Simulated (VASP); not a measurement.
BaTiO3: single point with PBEsol

The system is BaTiO3.

```
Ba Ti O
1.0
     2.70942    1.56428    2.22168
    -2.70942    1.56428    2.22168
     0.00000   -3.12857    2.22168
Ba Ti O
1 1 3
Direct
  0.00000 0.00000 0.00000
  0.48450 0.48450 0.48450
  0.50860 0.50860 0.01750
  0.01750 0.50860 0.50860
  0.50860 0.01750 0.50860
```

| Quantity | Value |
| --- | --- |
| Program | VASP 6.6.1 |
| Task | single point |
| Functional | PBEsol |
| Potentials or basis | VASP PAW PBE potentials, release 64 (Ba_sv, Ti_sv, O_h) |
| Cutoff | 910 eV |
| k mesh | 6 × 6 × 6 |
| Occupations | gaussian, width 0.01 eV |
| Spin | no spin polarisation |

* Pressure: 29.8 GPa
* Largest force: 1.617 eV/Å
* Band gap on the k mesh: 2.65 eV, indirect (least direct gap 2.92 eV)

Forces on the atoms (eV/Å):
```
Ba   0.000  0.000 -0.074
Ti   0.000  0.000  1.617
O    0.000  1.069 -0.515
O   -0.926 -0.534 -0.515
O    0.926 -0.534 -0.515
```

Stress tensor (GPa, compression positive):
```
30.52  0.00  0.00
 0.00 30.52  0.00
 0.00  0.00 28.51
```

Levels at points of the mesh, in eV from the valence-band top:
| k point | band 18 | band 19 | band 20 | band 21 | band 22 | band 23 |
| --- | --- | --- | --- | --- | --- | --- |
| (0.00, 0.00, 0.00) | -0.47 | -0.27 | -0.27 | 2.65 | 2.65 | 2.85 |
| (0.50, 0.00, 0.00) | -1.76 | -0.96 | -0.78 | 2.91 | 4.49 | 4.60 |
| (0.50, 0.50, 0.00) | -0.78 | -0.74 | -0.11 | 4.58 | 4.59 | 4.94 |
| (0.50, 0.50, 0.50) | -0.02 | -0.02 | 0.00 | 5.18 | 5.36 | 5.36 |

It took 70 s on 1 thread of Intel(R) Xeon(R) Platinum 8488C (Sapphire Rapids) (shared host), peak memory 0.31 GiB.

Caveat: the cutoff is under 1.25 times the usual one of these potentials, so pressure, stress and relaxed cells hold a basis-set (Pulay) error; the PAW data sets were made with another functional, which shifts forces and pressure a little; spin-orbit coupling is left out, which moves the levels of the heavy elements. A k mesh can miss the band edges.
